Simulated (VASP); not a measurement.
## MgO: single point with r2SCAN

MgO:

```xyz
2
Lattice="0.0000 2.1351 2.1351 2.1351 0.0000 2.1351 2.1351 2.1351 0.0000" Properties=species:S:1:pos:R:3 pbc="T T T"
Mg    0.0000    0.0000    0.0000
O     2.1351    2.1351    2.1851
```

This cell differs from its parent crystal: all O atoms moved -0.050 Å, as atom 2 towards its neighbour atom 1 (Mg) at 2.135 Å.

```json
{"Program": "VASP 6.6.1", "Task": "single point", "Functional": "r2SCAN", "Potentials or basis": "VASP PAW PBE potentials, release 64 (Mg_sv, O)", "Cutoff": "660 eV", "k mesh": "10 × 10 × 10", "Occupations": "gaussian, width 0.05 eV", "Spin": "no spin polarisation"}
```

```
Pressure               : -7.0 GPa
Largest force          : 0.235 eV/Å
Band gap on the k mesh : 5.25 eV, direct
```

Forces on the atoms (eV/Å):
```
Mg   0.000  0.000  0.235
O    0.000  0.000 -0.235
```

Stress tensor (GPa, compression positive):
```
-7.25  0.00  0.00
 0.00 -7.25  0.00
 0.00  0.00 -6.48
```

Levels at points of the mesh, in eV from the valence-band top:
| k point | band 5 | band 6 | band 7 | band 8 | band 9 | band 10 | band 11 | band 12 |
| --- | --- | --- | --- | --- | --- | --- | --- | --- |
| (0.00, 0.00, 0.00) | -17.98 | 0.00 | 0.00 | 0.00 | 5.25 | 16.62 | 16.63 | 16.63 |
| (0.50, 0.00, 0.00) | -16.81 | -4.41 | -0.63 | -0.63 | 8.56 | 13.36 | 17.07 | 17.08 |
| (0.50, 0.50, 0.00) | -16.61 | -3.90 | -1.31 | -1.31 | 9.98 | 10.71 | 13.86 | 19.82 |
| (0.00, 0.50, 0.50) | -16.61 | -3.91 | -1.31 | -1.31 | 9.99 | 10.71 | 13.86 | 19.81 |

It took 2.3 min on 1 thread of Intel(R) Xeon(R) Platinum 8375C CPU @ 2.90GHz (Ice Lake), on a shared host, peak memory 0.19 GiB.

Caveat: the cell differs from its parent crystal (all O atoms moved -0.050 Å, as atom 2 towards its neighbour atom 1 (Mg) at 2.135 Å); the PAW data sets were made with another functional, which shifts forces and pressure a little.
